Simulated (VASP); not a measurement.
A run of VASP 6.6.1:

File INCAR:

```
PREC = Accurate
ENCUT = 520
EDIFF = 1E-6
ISMEAR = -1
SIGMA = 0.05
LREAL = False
LASPH = True
NELM = 80
ALGO = Normal
ISIF = 2
LWAVE = False
LCHARG = True
GGA = PS
LELF = True
LVHAR = True
NBANDS = 17
```

File KPOINTS:

```
Automatic mesh
0
Gamma
  7 7 7
```

POSCAR

```
TePb
1.0
    0.0000000000      2.9605139873      2.9605139873
    2.9605139873      0.0000000000      2.9605139873
    2.9605139873      2.9605139873      0.0000000000
Pb Te
1 1
Direct
    0.0000000000      0.0000000000      0.0000000000
    0.5000000000      0.5000000000      0.5000000000
```

Potentials or basis: VASP PAW PBE potentials, release 64 (Pb_d, Te).

Run with:

```bash
$ cat potpaw_PBE.64/Pb_d/POTCAR potpaw_PBE.64/Te/POTCAR > POTCAR
$ mpirun -np 1 vasp_std > vasp.out
```

Hardware: 1 thread of Intel Xeon 8259CL, on a shared host.

Problem. How long does it take, and how much memory?

Solution. It took 26 s on 1 thread of Intel Xeon 8259CL (shared host), peak memory 0.18 GiB. Counts: scf iterations 11, k points 20.
